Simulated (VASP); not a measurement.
# BaS (Fm-3m) in VASP: further runs, part 2 of 2

VASP 6.6.1. Earlier steps stand in the parts before.

## 3. Electric field gradients, PBE (31.60 Å³/atom)

This run uses another cell than the first one, of 31.60 Å³/atom.

The input, INCAR:

```
ALGO = Normal
EDIFF = 1E-8
ENCUT = 520
GGA = PE
ISIF = 2
ISMEAR = -1
LASPH = True
LCHARG = False
LEFG = True
LREAL = False
LWAVE = False
NBANDS = 15
NELM = 100
PREC = Accurate
SIGMA = 0.01
```

The input, KPOINTS:

```
k-points
0
Gamma
  7 7 7
```

The input, POSCAR:

```
BaS
1.0
    0.0000000000      3.1614876932      3.1614876932
    3.1614876932      0.0000000000      3.1614876932
    3.1614876932      3.1614876932      0.0000000000
Ba S
1 1
Direct
    0.0000000000      0.0000000000      0.0000000000
    0.5000000000      0.5000000000      0.5000000000
```

Potentials or basis: VASP PAW PBE potentials, release 64 (Ba_sv, S).

Started as:

```
$ cat potpaw_PBE.64/Ba_sv/POTCAR potpaw_PBE.64/S/POTCAR > POTCAR
$ mpirun -np 1 vasp_std > vasp.out
```

OUTCAR:

```text
EDIFF = 1E-8
   ENCUT = 520
   GGA = PE
   ISIF = 2
   ISMEAR = -1
   LASPH = True
   LREAL = False
   NELM = 100
   PREC = Accurate

 ion  position               nearest neighbor table
   1  0.000  0.000  0.000-   2 3.16   2 3.16   2 3.16   2 3.16   2 3.16   2 3.16
   2  0.500  0.500  0.500-   1 3.16   1 3.16   1 3.16   1 3.16   1 3.16   1 3.16

  LATTYP: Found a face centered cubic cell.
 ALAT       =     6.3229753864

  Lattice vectors:

 A1 = (   0.0000000000,   3.1614876932,   3.1614876932)
 A2 = (   3.1614876932,   0.0000000000,   3.1614876932)
 A3 = (   3.1614876932,   3.1614876932,   0.0000000000)

Analysis of symmetry for initial positions (statically):
=====================================================================
 Subroutine PRICEL returns:
 Original cell was already a primitive cell.

 Routine SETGRP: Setting up the symmetry group for a
 face centered cubic supercell.

[... 542 lines left out ...]
      direct lattice vectors                 reciprocal lattice vectors
     0.000000000  3.161487693  3.161487693    -0.158153391  0.158153391  0.158153391
     3.161487693  0.000000000  3.161487693     0.158153391 -0.158153391  0.158153391
     3.161487693  3.161487693  0.000000000     0.158153391  0.158153391 -0.158153391

 POSITION                                       TOTAL-FORCE (eV/Angst)
 -----------------------------------------------------------------------------------
      0.00000      0.00000      0.00000         0.000000     -0.000000     -0.000000
      3.16149      3.16149      3.16149        -0.000000      0.000000      0.000000
 -----------------------------------------------------------------------------------
    total drift:                                0.000000      0.000000      0.000000

  FREE ENERGIE OF THE ION-ELECTRON SYSTEM (eV)
  ---------------------------------------------------
  free  energy   TOTEN  =       -10.1578070969 eV

  energy  without entropy=      -10.1578070969  energy(sigma->0) =      -10.15780710

 Electric field gradients (V/A^2)
---------------------------------------------------------------------
 ion       V_xx      V_yy      V_zz      V_xy      V_xz      V_yz
---------------------------------------------------------------------
   1       0.000     0.000    -0.000     0.000     0.000     0.000
   2       0.000    -0.000     0.000     0.000     0.000     0.000
---------------------------------------------------------------------

 Electric field gradients after diagonalization (V/A^2)
 (convention: |V_zz| > |V_xx| > |V_yy|)
----------------------------------------------------------------------
 ion       V_xx      V_yy      V_zz     asymmetry (V_yy - V_xx)/ V_zz
----------------------------------------------------------------------
   1      -0.000    -0.000     0.000       0.000
   2      -0.000    -0.000     0.001       0.000
----------------------------------------------------------------------

           NMR quadrupolar parameters

 Cq : quadrupolar parameter    Cq=e*Q*V_zz/h
 eta: asymmetry parameters     (V_yy - V_xx)/ V_zz
 Q  : nuclear electric quadrupole moment in mb (millibarn)
----------------------------------------------------------------------
 ion       Cq(MHz)       eta       Q (mb)
----------------------------------------------------------------------
   1       0.000       0.000       1.000
   2       0.000       0.000       1.000
----------------------------------------------------------------------
```

OSZICAR:

```text
N       E                     dE             d eps       ncg     rms          rms(c)
DAV:   1     0.852569573614E+02    0.85257E+02   -0.68998E+03   600   0.934E+02
DAV:   2    -0.570356051472E+01   -0.90961E+02   -0.82032E+02   827   0.174E+02
DAV:   3    -0.105474874671E+02   -0.48439E+01   -0.48132E+01   814   0.418E+01
DAV:   4    -0.106278562755E+02   -0.80369E-01   -0.80355E-01   780   0.550E+00
DAV:   5    -0.106299641694E+02   -0.21079E-02   -0.21079E-02   814   0.727E-01    0.502E+00
DAV:   6    -0.101424335184E+02    0.48753E+00   -0.66142E-01   677   0.491E+00    0.347E+00
DAV:   7    -0.101434059135E+02   -0.97240E-03   -0.18573E-01   805   0.243E+00    0.215E+00
DAV:   8    -0.101567688313E+02   -0.13363E-01   -0.24215E-02   677   0.114E+00    0.210E-01
DAV:   9    -0.101569325426E+02   -0.16371E-03   -0.31765E-03   761   0.409E-01    0.131E-01
DAV:  10    -0.101577368479E+02   -0.80431E-03   -0.94477E-04   628   0.213E-01    0.355E-02
DAV:  11    -0.101578046746E+02   -0.67827E-04   -0.95519E-05   747   0.601E-02    0.105E-02
DAV:  12    -0.101578070256E+02   -0.23510E-05   -0.48869E-06   684   0.145E-02    0.478E-03
DAV:  13    -0.101578070049E+02    0.20758E-07   -0.25182E-07   761   0.290E-03    0.284E-03
DAV:  14    -0.101578070968E+02   -0.91908E-07   -0.24462E-08   747   0.113E-03    0.193E-04
DAV:  15    -0.101578070969E+02   -0.15166E-09   -0.47430E-09   510   0.485E-04
   1 F= -.10157807E+02 E0= -.10157807E+02  d E =-.526932E-14
```

stdout:

```text
POSCAR found type information on POSCAR BaS
 POSCAR found :  2 types and       2 ions
 scaLAPACK will be used
 LDA part: xc-table for (Slater+PW92), standard interpolation
 POSCAR, INCAR and KPOINTS ok, starting setup
 FFT: planning ... GRIDC
 FFT: planning ... GRID_SOFT
 FFT: planning ... GRID
 WAVECAR not read
 entering main loop
ion   1

ion   2
```

Wall time 16 s (1 thread of Intel Xeon Platinum 8488C (Sapphire Rapids), shared host); peak memory 0.2 GiB.

What came out:

- Free energy: -10.1578 eV
- Pressure: 3.0 GPa
- Band gap on the k mesh: 2.11 eV (least direct gap 2.24 eV)
- Largest electric field gradient by atom: zero within the noise of the run

Levels at points of the mesh, in eV from the valence-band top:
```
           k point  band 6  band 7  band 8  band 9  band 10  band 11
(0.00, 0.00, 0.00)    0.00    0.00    0.00    3.75     3.87     3.87
```

Caveat: spin-orbit coupling is left out, which moves the levels of the heavy elements; an odd mesh through Γ misses points on the zone boundary, where band edges can lie.
